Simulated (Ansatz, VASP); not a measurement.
## Two plane-wave programs on LuPdO2

```
Lu Pd O
1.0
     3.75971    0.00000    0.00000
    -1.87985    3.25600    0.00000
     0.00000    0.00000    5.40480
Lu Pd O
1 1 2
Direct
  0.00000 0.00000 0.00000
  0.00000 0.00000 0.50000
  0.33333 0.66667 0.50000
  0.66667 0.33333 0.50000
```

Alike in both runs: functional PBE; k mesh 6 × 6 × 4; occupations gaussian, width 0.1 eV; no spin polarisation.

Ansatz relaxed the structure, and its values are those at the end. VASP's run is a single point on that final structure, the one shown.

|  | VASP | Ansatz |
| --- | --- | --- |
| version | VASP 6.6.1 | Ansatz 0.2.0 |
| potentials or method | VASP PAW PBE potentials, release 64 (Lu, Pd, O), cutoff 520 eV | scalar-relativistic, plane waves, PAW |
| valence electrons in the cell | 47 | 55 |

```tsv
	VASP	Ansatz	Ansatz less VASP
gap on the k mesh at the Fermi level (eV)	none	none	-
pressure (GPa)	0.3	0.3	-0.01
```

A gap of «none» marks a metal or a gap that the smearing closes. The functional is the same, so the differences come from potentials, cutoffs and numerics. VASP's potentials hold 47 valence electrons a cell and Ansatz's 55, so a difference there can come from the potentials and not from the codes.

Neither program's run includes spin-orbit coupling.
